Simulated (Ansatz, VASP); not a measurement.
**One calculation of Be, two programs**

Contents of INCAR:

```
SYSTEM = Be
PREC     = Accurate       ! precision mode
ENCUT    = 520            ! plane-wave cutoff, eV
EDIFF    = 1E-7           ! SCF threshold, eV
ISMEAR   = -1             ! smearing method
SIGMA    = 0.1            ! smearing width, eV
LREAL    = .False.        ! projectors in reciprocal space
LASPH    = .True.         ! aspherical terms in the spheres
NELM     = 80             ! most SCF steps
ALGO     = Normal         ! electronic algorithm
ISIF     = 2              ! what is computed and relaxed
LWAVE    = .False.        ! write WAVECAR
LCHARG   = .False.        ! write CHGCAR
GGA      = CA             ! functional
NBANDS   = 9              ! bands
```

Contents of KPOINTS:

```
Automatic mesh
0
Gamma
  26 26 15
  0 0 0
```

The input POSCAR:

```
Be
1.0
    2.2588551368      0.0000000000      0.0000000000
   -1.1294275684      1.9562259319      0.0000000000
    0.0000000000      0.0000000000      3.5544933124
Be
2
Direct
    0.3333333333      0.6666666667      0.2500000000
    0.6666666667      0.3333333333      0.7500000000
```

Input for Ansatz:

```yaml
crystal:
  lattice:
    - [2.2588551368, 0.0, 0.0]
    - [-1.1294275684, 1.9562259319, 0.0]
    - [0.0, 0.0, 3.5544933124]
  atoms:
    - { symbol: Be, position: [0.3333333333, 0.6666666667, 0.25] }
    - { symbol: Be, position: [0.6666666667, 0.3333333333, 0.75] }
hamiltonian:
  xc: lda
  pseudopotentials:
    kind: paw
    azcp:
      Be: "pseudopotentials/Be.paw.azcp"
basis:
  ecutwfc: 420
  fft_grid_basis: typed
kpoints:
  mp_grid: { grid: [26, 26, 15], shift: [0, 0, 0] }
magnetization:
  spin_polarized: false
scf:
  occupations: { method: fermi_dirac, width: 0.1 }
output:
  stress: true
```

Alike in both runs: task single point; functional LDA; k mesh 26 × 26 × 15; occupations fermi-dirac, width 0.1 eV; no spin polarisation.

```csv
,VASP,Ansatz
version,VASP 6.6.1,Ansatz 0.2.0
potentials or method,"VASP PAW LDA potentials, release 64 (Be), cutoff 520 eV","plane waves (420 eV) with PAW, scalar-relativistic"
valence electrons in the cell,4,4
```

Ansatz gave:

```
pressure (GPa)                                                : -4.9
traceless stress, the component that is largest in VASP (GPa) : 0.33
```

Task: What did VASP give for the same quantities?

Result: Pressure (GPa): -4.5; traceless stress, the component that is largest in VASP (GPa): 0.34.

Ansatz warns that its potentials were made for another functional, while VASP's fit it. LDA's correlation is that of Perdew and Zunger in VASP and of Perdew and Wang (1992) in Ansatz.
